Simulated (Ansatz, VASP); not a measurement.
**One calculation of K, two programs**

The input INCAR:

```
SYSTEM = K
PREC     = Accurate       ! precision mode
ENCUT    = 520            ! plane-wave cutoff, eV
EDIFF    = 1E-8           ! SCF threshold, eV
ISMEAR   = -1             ! smearing method
SIGMA    = 0.08           ! smearing width, eV
LREAL    = .FALSE.        ! projectors in reciprocal space
LASPH    = .TRUE.         ! aspherical terms in the spheres
NELM     = 80             ! most SCF steps
ALGO     = Normal         ! electronic algorithm
ISIF     = 2              ! what is computed and relaxed
LWAVE    = .FALSE.        ! write WAVECAR
LCHARG   = .FALSE.        ! write CHGCAR
GGA      = PS             ! functional
LEFG     = .TRUE.       
NBANDS   = 10             ! bands
```

KPOINTS

```
Automatic mesh
0
G
  10 10 10
  0 0 0
```

The input POSCAR:

```
K
1.0
   -2.5826172842      2.5826172842      2.5826172842
    2.5826172842     -2.5826172842      2.5826172842
    2.5826172842      2.5826172842     -2.5826172842
K
1
Direct
    0.0000000000      0.0000000000      0.0000000000
```

Input for Ansatz:

```yaml
crystal:
  lattice:
    - [-2.5826172842, 2.5826172842, 2.5826172842]
    - [2.5826172842, -2.5826172842, 2.5826172842]
    - [2.5826172842, 2.5826172842, -2.5826172842]
  atoms:
    - { symbol: K, position: [0.0, 0.0, 0.0] }
kpoints:
  mp_grid: { grid: [10, 10, 10] }
scf:
  occupations: { method: fermi_dirac, width: 0.08 }
hamiltonian:
  xc: pbesol
  pseudopotentials: { kind: paw }
output:
  forces: true
  stress: true
  eigenvalues: true
  efg: { contact_densities: true }
  write_density: true
  write_potential: true
  elf: true
  volumetric_format: npy
```

Change from the starting cell: volume scaled by 0.96, PAW files.

Alike in both runs: task electric field gradients; functional PBEsol; k mesh 10 × 10 × 10; occupations fermi-dirac, width 0.08 eV; no spin polarisation.

```csv
,VASP,Ansatz
version,VASP 6.6.1,Ansatz 0.2.0
potentials or method,"VASP PAW PBE potentials, release 64 (K_sv)","PAW with Ansatz's default frozen-core files, scalar-relativistic"
plane-wave cutoff (eV),520,420
valence electrons in the cell,9,9
```

```csv
,VASP,Ansatz,Ansatz less VASP
pressure (GPa),0.1,0.1,+0.01
```

VASP's potentials were made for PBE, not for PBEsol. With one functional, cell and mesh, what is left measures potentials, basis and numerics.
